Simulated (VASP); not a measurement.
Input of a VASP 6.6.1 run:

INCAR

```
SYSTEM = Cu
PREC = Accurate ; ENCUT = 520
EDIFF = 1E-6 ; ISMEAR = -1
SIGMA = 0.08 ; LREAL = .FALSE.
LASPH = .TRUE. ; NELM = 80
ALGO = Normal ; ISIF = 2
LWAVE = .FALSE. ; LCHARG = .FALSE.
GGA = PS ; NBANDS = 12
```

KPOINTS

```
regular mesh
0
G
  22 22 22
  0 0 0
```

Contents of POSCAR:

```
Cu
1.0
    0.0000000000      1.5072557071      1.5072557071
    1.5072557071      0.0000000000      1.5072557071
    1.5072557071      1.5072557071      0.0000000000
Cu
1
Direct
    0.0000000000      0.0000000000      0.0000000000
```

Potentials or basis: VASP PAW PBE potentials, release 64 (Cu).

Launch:

```bash
$ cat potpaw_PBE.64/Cu/POTCAR > POTCAR
$ mpirun -np 1 vasp_std > vasp.out
```

(1) Predict the pressure.

Answers

(1) 292.5 GPa.

Caveat: the PAW data sets were made with another functional, which shifts forces and pressure a little.
